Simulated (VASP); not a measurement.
# LiNbO3 (R3c) in VASP: further runs

Runs on LiNbO3. Level: PBE. Tasks: single point.

All numbers are computed with VASP 6.6.1; they aren't measurements. Logs are shortened: lines on timing, memory, paths and dates and some standing lists are left out, and cuts for length are marked.

### 1 The cell of the first run

The structure is trigonal, space group R3c (No. 161). The conventional cell has a = 5.138 Å, b = 5.138 Å, c = 13.874 Å, α = 90.00°, β = 90.00°, γ = 120.00°. Li (site symmetry 3) has 6 O at 2.06 to 2.24 Å within 2.7 Å. Within 2.5 Å of Nb (site symmetry 3) lie 6 O at 1.87 to 2.14 Å. O (site symmetry 1) has 2 Nb at 1.87 to 2.14 Å and 2 Li at 2.06 to 2.24 Å within 2.5 Å.

### 2 Single point, PBE (volume changed by -3%)

File INCAR:

```
SYSTEM = LiNbO3
PREC = Accurate
ENCUT = 520
EDIFF = 1E-7
ISMEAR = 0
SIGMA = 0.01
LREAL = .FALSE.
LASPH = .TRUE.
NELM = 80
ALGO = Normal
ISIF = 2
LWAVE = .FALSE.
LCHARG = .TRUE.
GGA = PE
LELF = .TRUE.
LVHAR = .TRUE.
NBANDS = 45
```

File KPOINTS:

```
regular mesh
0
G
  6 6 6
  0 0 0
```

File POSCAR:

```
LiNbO3
1.0
    2.5689295216      1.4831721508      4.6246021576
   -2.5689295216      1.4831721508      4.6246021576
    0.0000000000     -2.9663443017      4.6246021576
Li Nb O
2 2 6
Direct
    0.7816240672      0.7816240672      0.7816240672
    0.2816240672      0.2816240672      0.2816240672
    0.5004839052      0.5004839052      0.5004839052
    1.0004839052      1.0004839052      0.0004839052
    0.6107801053      0.2211568658      0.8579550566
    0.8579550566      0.6107801053      0.2211568658
    0.1107801053      0.3579550566      0.7211568658
    0.2211568658      0.8579550566      0.6107801053
    0.7211568658      0.1107801053      0.3579550566
    0.3579550566      0.7211568658      0.1107801053
```

Potentials or basis: VASP PAW PBE potentials, release 64 (Li_sv, Nb_sv, O).

Command:

```
$ cat potpaw_PBE.64/Li_sv/POTCAR potpaw_PBE.64/Nb_sv/POTCAR potpaw_PBE.64/O/POTCAR > POTCAR
$ mpirun -np 1 vasp_std > vasp.out
```

OUTCAR:

```text
SYSTEM = LiNbO3
   PREC = Accurate
   ENCUT = 520
   EDIFF = 1E-7
   ISMEAR = 0
   LREAL = .FALSE.
   LASPH = .TRUE.
   NELM = 80
   ISIF = 2
   GGA = PE

 ion  position               nearest neighbor table
   1  0.782  0.782  0.782-   7 2.06  10 2.06   9 2.06   8 2.24   5 2.24   6 2.24
   2  0.282  0.282  0.282-   6 2.06   8 2.06   5 2.06  10 2.24   9 2.24   7 2.24
   3  0.500  0.500  0.500-   8 1.87   6 1.87   5 1.87   7 2.14   9 2.14  10 2.14
   4  0.000  0.000  0.000-  10 1.87   7 1.87   9 1.87   6 2.14   5 2.14   8 2.14
   5  0.611  0.221  0.858-   3 1.87   2 2.06   4 2.14   1 2.24
   6  0.858  0.611  0.221-   3 1.87   2 2.06   4 2.14   1 2.24
   7  0.111  0.358  0.721-   4 1.87   1 2.06   3 2.14   2 2.24
   8  0.221  0.858  0.611-   3 1.87   2 2.06   4 2.14   1 2.24
   9  0.721  0.111  0.358-   4 1.87   1 2.06   3 2.14   2 2.24
  10  0.358  0.721  0.111-   4 1.87   1 2.06   3 2.14   2 2.24

  LATTYP: Found a trigonal (rhomboedric) cell.
 ALAT       =     5.4941918088
 COS(alpha) =     0.5627530984

  Lattice vectors:

 A1 = (   2.5689295216,   1.4831721508,   4.6246021576)
 A2 = (  -2.5689295216,   1.4831721508,   4.6246021576)
 A3 = (   0.0000000000,  -2.9663443017,   4.6246021576)

Analysis of symmetry for initial positions (statically):
=====================================================================
 Subroutine PRICEL returns:
 Original cell was already a primitive cell.

 Routine SETGRP: Setting up the symmetry group for a
 trigonal (rhombohedral) supercell.

 Subroutine GETGRP returns: Found  6 space group operations
 (whereof  3 operations were pure point group operations)
 out of a pool of 12 trial point group operations.

The static configuration has the point symmetry C_3 .
 The point group associated with its full space group is C_3v.

Analysis of symmetry for dynamics (positions and initial velocities):
=====================================================================
 Subroutine PRICEL returns:
 Original cell was already a primitive cell.

 Routine SETGRP: Setting up the symmetry group for a
 trigonal (rhombohedral) supercell.

 Subroutine GETGRP returns: Found  6 space group operations
 (whereof  3 operations were pure point group operations)
 out of a pool of 12 trial point group operations.

The dynamic configuration has the point symmetry C_3 .
 The point group associated with its full space group is C_3v.

 Subroutine INISYM returns: Found  6 space group operations
 (whereof  3 operations are pure point group operations),
 and found     1 'primitive' translations

----------------------------------------------------------------------------------------

                                     Primitive cell

  volume of cell :     105.7230

  direct lattice vectors                    reciprocal lattice vectors
     2.568929522  1.483172151  4.624602158     0.194633600  0.112371761  0.072078272
    -2.568929522  1.483172151  4.624602158    -0.194633600  0.112371761  0.072078272
     0.000000000 -2.966344302  4.624602158     0.000000000 -0.224743522  0.072078272

  length of vectors
     5.494191809  5.494191809  5.494191809     0.236018915  0.236018915  0.236018915

  position of ions in fractional coordinates (direct lattice)
     0.781624067  0.781624067  0.781624067
     0.281624067  0.281624067  0.281624067
     0.500483905  0.500483905  0.500483905
     0.000483905  0.000483905  0.000483905
     0.610780105  0.221156866  0.857955057
     0.857955057  0.610780105  0.221156866
     0.110780105  0.357955057  0.721156866
     0.221156866  0.857955057  0.610780105
     0.721156866  0.110780105  0.357955057
     0.357955057  0.721156866  0.110780105

  ion indices of the primitive-cell ions
   primitive index   ion index
                 1           1
                 2           2
                 3           3
                 4           4
                 5           5
                 6           6
                 7           7
                 8           8
                 9           9
                10          10

----------------------------------------------------------------------------------------

 KPOINTS: regular mesh

Automatic generation of k-mesh.
 Grid dimensions read from file:
 generate k-points for:    6    6    6

 Generating k-lattice:

  Cartesian coordinates                     Fractional coordinates (reciprocal lattice)
     0.032438933  0.018728627  0.012013045     0.166666667 -0.000000000  0.000000000
    -0.032438933  0.018728627  0.012013045    -0.000000000  0.166666667  0.000000000
     0.000000000 -0.037457254  0.012013045     0.000000000  0.000000000  0.166666667

  Length of vectors
     0.039336486  0.039336486  0.039336486

  Shift w.r.t. Gamma in fractional coordinates (k-lattice)
     0.000000000  0.000000000  0.000000000

 Subroutine IBZKPT returns following result:
 ===========================================

 Found     32 irreducible k-points:

 Following reciprocal coordinates:
            Coordinates               Weight
  0.000000  0.000000  0.000000      1.000000
  0.166667  0.000000  0.000000      6.000000
  0.333333  0.000000  0.000000      6.000000
  0.500000  0.000000  0.000000      3.000000
  0.166667  0.166667  0.000000      6.000000
  0.333333  0.166667  0.000000     12.000000
[... 16 lines left out ...]
  0.500000  0.500000  0.166667      6.000000
 -0.333333  0.500000  0.166667     12.000000
 [... further k-points ...]
   k-points           NKPTS =     32   k-points in BZ     NKDIM =     32   number of bands    NBANDS=     45
   number of dos      NEDOS =    301   number of ions     NIONS =     10
   total plane-waves  NPLWV =  74088
   dimension x,y,z NGX =    42 NGY =   42 NGZ =   42
   dimension x,y,z NGXF=    84 NGYF=   84 NGZF=   84
   ions per type =               2   2   6
   NGX,Y,Z   is equivalent  to a cutoff of  12.71, 12.71, 12.71 a.u.
   NGXF,Y,Z  is equivalent  to a cutoff of  25.42, 25.42, 25.42 a.u.
 SYSTEM =  LiNbO3
   PREC   = accura    normal or accurate (medium, high low for compatibility)
   ISTART =      0    job   : 0-new  1-cont  2-samecut
   ICHARG =      2    charge: 1-file 2-atom 10-const
   ISPIN  =      1    spin polarized calculation?
   LNONCOLLINEAR =      F non collinear calculations
   LSORBIT =      F    spin-orbit coupling
   LASPH  =      T    aspherical Exc in radial PAW
   ENCUT  =  520.0 eV  38.22 Ry    6.18 a.u.  10.22 10.22 10.22*2*pi/ulx,y,z
   NELM   =     80;   NELMIN=  2; NELMDL= -5     # of ELM steps
   EDIFF  = 0.1E-06   stopping-criterion for ELM
   LREAL  =      F    real-space projection
   EDIFFG = 0.1E-05   stopping-criterion for IOM
   NSW    =      0    number of steps for IOM
   IBRION =     -1    ionic relax: 0-MD 1-quasi-New 2-CG
   NFREE  =      0    steps in history (QN), initial steepest desc. (CG)
   ISIF   =      2    stress and relaxation
   ISYM   =      2    0-nonsym 1-usesym 2-fastsym
   POTIM  = 0.5000    time-step for ionic-motion
   TEBEG  =    0.0;   TEEND  =   0.0 temperature during run
   PSTRESS=    0.0 pullay stress
   NELECT =      68.0000    total number of electrons
   NUPDOWN=      -1.0000    fix difference up-down
   EMIN   =  10.00;   EMAX   =-10.00  energy-range for DOS
   EFERMI =   0.00;   METHOD = LEGACY
   ISMEAR =     0;   SIGMA  =   0.01  broadening in eV -4-tet -1-fermi 0-gaus
   EFERMI_NEDOS =   21; number of points for ismear=-14 and -15
   IALGO  =     38    algorithm
   IMIX   =      4    mixing-type and parameters
     AMIX     =   0.40;   BMIX     =  1.00
     AMIX_MAG =   1.60;   BMIX_MAG =  1.00
  volume/ion in A,a.u.               =      10.57        71.35
  Fermi-wavevector in a.u.,A,eV,Ry     =   1.413149  2.670465 27.170706  1.996991
  Thomas-Fermi vector in A             =   2.534825
   LORBIT       =      0    0 simple, 1 ext, 2 COOP (PROOUT), +10 PAW based schemes
   GGA     = PE    functional components
   LHFCALC =     F    Hartree Fock is set to
   AEXX    =    0.0000 exact exchange contribution
   IVDW    =     0    specifies the selected vdW correction
   LEPSILON=     F    determine dielectric tensor
   LRPA    =     F    only Hartree local field effects (RPA)
 non-spin polarized calculation
 Gauss-broadening in eV      SIGMA  =   0.01
  energy-cutoff  :      520.00
  volume of cell :      105.72
 maximum number of plane-waves:      2892
 NGX is ok and might be reduce to    42
   NGX = 21   NGY = 21   NGZ = 21

 number of electron      68.0000002 magnetization

 Free energy of the ion-electron system (eV)
  ---------------------------------------------------
  ext. energy  EPLUGINS =         0.00000000
  ---------------------------------------------------
  free energy    TOTEN  =       -79.97885547 eV

  energy without entropy =      -79.97885547  energy(sigma->0) =      -79.97885547

 E-fermi :   3.6918     XC(G=0): -10.8185

 val. band max:        3.5874349941   @ k =   0.1667   0.1667   0.1667
 cond. band min:       7.2851398571   @ k =   0.5000   0.3333   0.0000
 fundamental gap:      3.6977048630
 Fermi energy:         3.6917882174

 k-point     1 :       0.0000    0.0000    0.0000
  band No.  band energies     occupation
      1     -50.5022      2.00000
      2     -50.4864      2.00000
      3     -39.0175      2.00000
      4     -39.0149      2.00000
      5     -26.8383      2.00000
      6     -26.8383      2.00000
[... 37 lines left out ...]
     44      13.6663      0.00000
     45      13.9484      0.00000

 k-point     2 :       0.1667    0.0000    0.0000
  band No.  band energies     occupation
      1     -50.5011      2.00000
      2     -50.4874      2.00000
      3     -39.0173      2.00000
      4     -39.0151      2.00000
      5     -26.8294      2.00000
      6     -26.8280      2.00000
[... 37 lines left out ...]
     44      13.5837      0.00000
     45      13.6262      0.00000

 k-point     3 :       0.3333    0.0000    0.0000
  band No.  band energies     occupation
      1     -50.4982      2.00000
      2     -50.4903      2.00000
      3     -39.0169      2.00000
      4     -39.0156      2.00000
      5     -26.8032      2.00000
      6     -26.7993      2.00000
[... 997 lines left out ...]
     44      13.2933      0.00000
     45      13.8185      0.00000

 k-point    24 :      -0.3333    0.5000    0.1667
  band No.  band energies     occupation
      1     -50.4955      2.00000
      2     -50.4929      2.00000
      3     -39.0165      2.00000
      4     -39.0160      2.00000
      5     -26.8398      2.00000
      6     -26.8381      2.00000
[... 37 lines left out ...]
     44      13.2429      0.00000
     45      14.1491      0.00000

 [... further k-points ...]
[... 5 lines left out ...]
  --------------------------------------------------------------------------------------
  -------------------------------------------------------------------------------------
  Total        4.2871418      4.2871418      3.6018644      0.0000000     -0.0000000      0.0000000
  in kB       64.9694291     64.9694291     54.5844030      0.0000000     -0.0000000      0.0000000
  external PRESSURE =      61.5077537 kB  Pullay stress =       0.0000000 kB

 VOLUME and BASIS-vectors are now :
 -----------------------------------------------------------------------------
  energy-cutoff  :      520.00
  volume of cell :      105.72
      direct lattice vectors                 reciprocal lattice vectors
     2.568929522  1.483172151  4.624602158     0.194633600  0.112371761  0.072078272
    -2.568929522  1.483172151  4.624602158    -0.194633600  0.112371761  0.072078272
     0.000000000 -2.966344302  4.624602158     0.000000000 -0.224743522  0.072078272

 POSITION                                       TOTAL-FORCE (eV/Angst)
 -----------------------------------------------------------------------------------
      0.00000     -0.00000     10.84410         0.000000     -0.000000      0.005006
      0.00000     -0.00000      3.90720         0.000000     -0.000000      0.005006
      0.00000     -0.00000      6.94362         0.000000      0.000000     -0.357169
      0.00000     -0.00000      0.00671         0.000000      0.000000     -0.357169
      1.00091     -1.31108      7.81508         0.134519     -0.380113      0.117388
      0.63498      1.52236      7.81508         0.261928      0.306553      0.117388
     -0.63498     -1.44398      5.50278        -0.261928      0.306553      0.117388
     -1.63589     -0.21128      7.81508        -0.396447      0.073560      0.117388
      1.56801      0.17209      5.50278        -0.134519     -0.380113      0.117388
     -0.93304      1.27190      5.50278         0.396447      0.073560      0.117388
 -----------------------------------------------------------------------------------
    total drift:                                0.000000     -0.000000     -0.000238

  FREE ENERGIE OF THE ION-ELECTRON SYSTEM (eV)
  ---------------------------------------------------
  free  energy   TOTEN  =       -79.9788554686 eV

  energy  without entropy=      -79.9788554686  energy(sigma->0) =      -79.97885547
```

Wall time 1.9 min (1 thread of Intel Xeon 6975P-C (Granite Rapids), shared host); peak memory 0.31 GiB.

What came out:

* Free energy: -79.9789 eV
* Largest force: 0.420 eV/Å
* Band gap on the k mesh: 3.70 eV, indirect (least direct gap 3.71 eV)

Forces on the atoms (eV/Å):
```
Li   0.000  0.000  0.005
Li   0.000  0.000  0.005
Nb   0.000  0.000 -0.357
Nb   0.000  0.000 -0.357
O    0.135 -0.380  0.117
O    0.262  0.307  0.117
O   -0.262  0.307  0.117
O   -0.396  0.074  0.117
O   -0.135 -0.380  0.117
O    0.396  0.074  0.117
```

Caveat: the cell differs from its parent crystal (volume changed by -3%); the cutoff is under 1.25 times the usual one of these potentials, so pressure, stress and relaxed cells hold a basis-set (Pulay) error. A k mesh can miss the band edges.

### 3 Single point, PBE

This run uses another cell than the first one, of 10.90 Å³/atom, 1.031 times its volume.

File INCAR:

```
PREC = Accurate
ENCUT = 520
EDIFF = 1E-6
ISMEAR = 0
SIGMA = 0.01
LREAL = F
LASPH = T
NELM = 100
ALGO = Normal
ISIF = 2
LWAVE = F
LCHARG = F
GGA = PE
NBANDS = 45
```

File KPOINTS:

```
Automatic mesh
0
Gamma
  6 6 6
```

Changes to POSCAR since step 2:

```diff
@@ -2,5 +2,5 @@
 1.0
-    2.5689295216      1.4831721508      4.6246021576
-   -2.5689295216      1.4831721508      4.6246021576
-    0.0000000000     -2.9663443017      4.6246021576
+    2.5951448988      1.4983076059      4.6717952351
+   -2.5951448988      1.4983076059      4.6717952351
+    0.0000000000     -2.9966152118      4.6717952351
 Li Nb O
```

Potentials or basis: VASP PAW PBE potentials, release 64 (Li_sv, Nb_sv, O).

Command:

```
$ cat potpaw_PBE.64/Li_sv/POTCAR potpaw_PBE.64/Nb_sv/POTCAR potpaw_PBE.64/O/POTCAR > POTCAR
$ mpirun -np 1 vasp_std > vasp.out
```

It took 1.9 min on 1 thread of Intel Xeon 6975P-C (Granite Rapids), shared host; peak memory 0.31 GiB.

It converged, with:

```yaml
Free_energy: -80.0422 eV
Largest_force: 0.024 eV/Å
Band_gap_on_the_k_mesh: 3.55 eV, indirect (least direct gap 3.57 eV)
```

Forces on the atoms (eV/Å):
```
Li   0.000  0.000  0.005
Li   0.000  0.000  0.005
Nb   0.000  0.000 -0.024
Nb   0.000  0.000 -0.024
O    0.003  0.004  0.006
O   -0.005  0.000  0.006
O    0.005  0.000  0.006
O    0.002 -0.004  0.006
O   -0.003  0.004  0.006
O   -0.002 -0.004  0.006
```

Levels at points of the mesh, in eV from the valence-band top:
| k point | band 30 | band 31 | band 32 | band 33 | band 34 | band 35 | band 36 | band 37 | band 38 | band 39 |
| --- | --- | --- | --- | --- | --- | --- | --- | --- | --- | --- |
| (0.00, 0.00, 0.00) | -0.70 | -0.70 | -0.50 | 0.00 | 0.00 | 3.57 | 3.57 | 4.03 | 5.07 | 5.07 |
| (0.50, 0.00, 0.00) | -0.44 | -0.30 | -0.30 | -0.22 | -0.22 | 3.83 | 3.83 | 4.63 | 4.63 | 4.84 |
| (0.50, 0.50, 0.00) | -1.00 | -0.69 | -0.67 | -0.50 | -0.19 | 3.65 | 4.09 | 4.53 | 4.58 | 5.14 |
| (0.50, 0.50, 0.50) | -0.61 | -0.31 | -0.31 | -0.31 | -0.31 | 4.55 | 4.55 | 4.75 | 4.75 | 4.75 |

Caveat: the cutoff is under 1.25 times the usual one of these potentials, so pressure, stress and relaxed cells hold a basis-set (Pulay) error. A hybrid or GW would open this gap; PBE tends to underestimate it.

### 4 Single point, PBE (volume changed by +3%)

File INCAR:

```
SYSTEM = LiNbO3
PREC = Accurate
ENCUT = 520
EDIFF = 1E-6
ISMEAR = 0
SIGMA = 0.01
LREAL = .FALSE.
LASPH = .TRUE.
NELM = 100
ALGO = Normal
ISIF = 2
LWAVE = .FALSE.
LCHARG = .FALSE.
GGA = PE
NBANDS = 45
```

File KPOINTS:

```
Automatic mesh
0
G
  6 6 6
  0 0 0
```

Changes to POSCAR since step 3:

```diff
@@ -2,5 +2,5 @@
 1.0
-    2.5951448988      1.4983076059      4.6717952351
-   -2.5951448988      1.4983076059      4.6717952351
-    0.0000000000     -2.9966152118      4.6717952351
+    2.6208410739      1.5131432995      4.7180536418
+   -2.6208410739      1.5131432995      4.7180536418
+    0.0000000000     -3.0262865990      4.7180536418
 Li Nb O
```

Command:

```
$ cat potpaw_PBE.64/Li_sv/POTCAR potpaw_PBE.64/Nb_sv/POTCAR potpaw_PBE.64/O/POTCAR > POTCAR
$ mpirun -np 1 vasp_std > vasp.out
```

Run time: 2.2 min. Hardware: 1 thread of Intel Xeon 6975P-C (Granite Rapids), shared host; peak memory 0.32 GiB.

Results (log left out):

```yaml
Free_energy: -79.9836 eV
Largest_force: 0.377 eV/Å
Band_gap_on_the_k_mesh: 3.42 eV, indirect (least direct gap 3.44 eV)
```

Forces on the atoms (eV/Å):
```
Li   0.000  0.000  0.005
Li   0.000  0.000  0.005
Nb   0.000  0.000  0.282
Nb   0.000  0.000  0.282
O   -0.117  0.346 -0.096
O   -0.241 -0.274 -0.096
O    0.241 -0.274 -0.096
O    0.358 -0.071 -0.096
O    0.117  0.346 -0.096
O   -0.358 -0.071 -0.096
```

Levels at points of the mesh, in eV from the valence-band top:
```
           k point  band 32  band 33  band 34  band 35  band 36  band 37
(0.00, 0.00, 0.00)    -0.51     0.00     0.00     3.44     3.44     3.88
(0.50, 0.00, 0.00)    -0.30    -0.22    -0.22     3.68     3.68     4.46
(0.50, 0.50, 0.00)    -0.66    -0.51    -0.19     3.51     3.93     4.35
(0.50, 0.50, 0.50)    -0.30    -0.30    -0.30     4.37     4.37     4.56
```

Caveat: the cell differs from its parent crystal (volume changed by +3%); the cutoff is under 1.25 times the usual one of these potentials, so pressure, stress and relaxed cells hold a basis-set (Pulay) error.

### 5 Summary

```tsv
cell	gap on the mesh (eV)	largest force (eV/Å)
a = 5.494 Å, angles 55.8°, 10 atoms	3.70	0.42
a = 5.550 Å, angles 55.8°, 10 atoms	3.55	0.02
a = 5.605 Å, angles 55.8°, 10 atoms	3.42	0.38
```

Alike in all rows: task single point; level PBE; potentials or basis VASP PAW PBE potentials, release 64 (Li_sv, Nb_sv, O); no spin polarisation; k mesh 6 × 6 × 6; cutoff (eV) 520; smearing gaussian 0.01 eV.

Caveats: the cutoff is under 1.25 times the usual one of these potentials, so pressure, stress and relaxed cells hold a basis-set (Pulay) error.

Absolute energies hang on the potentials; compare differences alone.
